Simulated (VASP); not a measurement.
W: relaxation of cell and atoms with PBE

Crystal: W.

```
CELL_PARAMETERS angstrom
-1.58234 1.58234 1.58234
1.58234 -1.58234 1.58234
1.58234 1.58234 -1.58234
ATOMIC_POSITIONS crystal
W 0.00000 0.00000 0.00000
```

```
Program                : VASP 6.6.1
Task                   : relaxation of cell and atoms
Functional             : PBE
Potentials or basis    : VASP PAW PBE potentials, release 64 (W_sv)
Cutoff                 : 500 eV
k mesh                 : 11 × 11 × 11
Occupations            : fermi-dirac, width 0.1 eV
Spin                   : no spin polarisation
Target pressure        : 5 GPa
Dipole correction      : no
Further INCAR settings : ALGO = Normal; EDIFF = 1e-07; IBRION = 2; EDIFFG = -0.01; NSW = 60; ISIF = 3
```

* Relaxed volume: 15.92 Å³/atom
* Relaxed cell: a = 2.745 Å, b = 2.745 Å, c = 2.745 Å, α = 109.47°, β = 109.47°, γ = 109.47°
* Space group after relaxing (to 0.05 Å): Im-3m (No. 229)
* Energy change on relaxing (the enthalpy is what falls): -2.6 meV/atom
* Ionic steps: 3
* Pressure after relaxing: 5.0 GPa
* Band gap on the k mesh: zero (band 7 reaches 15.67 eV, above the bottom of band 8 at 10.16 eV)

The path:
```csv
step,energy change (eV),largest force (eV/Å),pressure (GPa),volume (Å³)
1,0.0000,0.0000,6.52,15.85
2,-0.0065,0.0000,-0.33,16.19
3,-0.0026,0.0000,4.99,15.92
```

Final structure:
```cif
data_structure
_symmetry_space_group_name_H-M 'P 1'
_symmetry_Int_Tables_number 1
_cell_length_a 2.7449
_cell_length_b 2.7449
_cell_length_c 2.7449
_cell_angle_alpha 109.471
_cell_angle_beta 109.471
_cell_angle_gamma 109.471
_cell_volume 15.92
loop_
_atom_site_label
_atom_site_type_symbol
_atom_site_fract_x
_atom_site_fract_y
_atom_site_fract_z
_atom_site_occupancy
W1 W 0.00000 0.00000 0.00000 1
```

Levels at points of the mesh, in eV from the Fermi level:
```tsv
k point	band 3	band 4	band 5	band 6	band 7	band 8	band 9	band 10	band 11
(0.00, 0.00, 0.00)	-37.75	-37.75	-9.61	-1.22	-1.22	-1.22	2.25	2.25	14.51
```

Wall time 8.6 s on 1 thread of Intel(R) Xeon(R) 6975P-C (Granite Rapids), on a shared host, peak memory 0.13 GiB.

Caveat: the cell is relaxed towards a set pressure, so the enthalpy falls and the energy may rise; spin-orbit coupling is left out, which moves the levels of the heavy elements. Zero-point motion and thermal expansion aren't in these numbers.
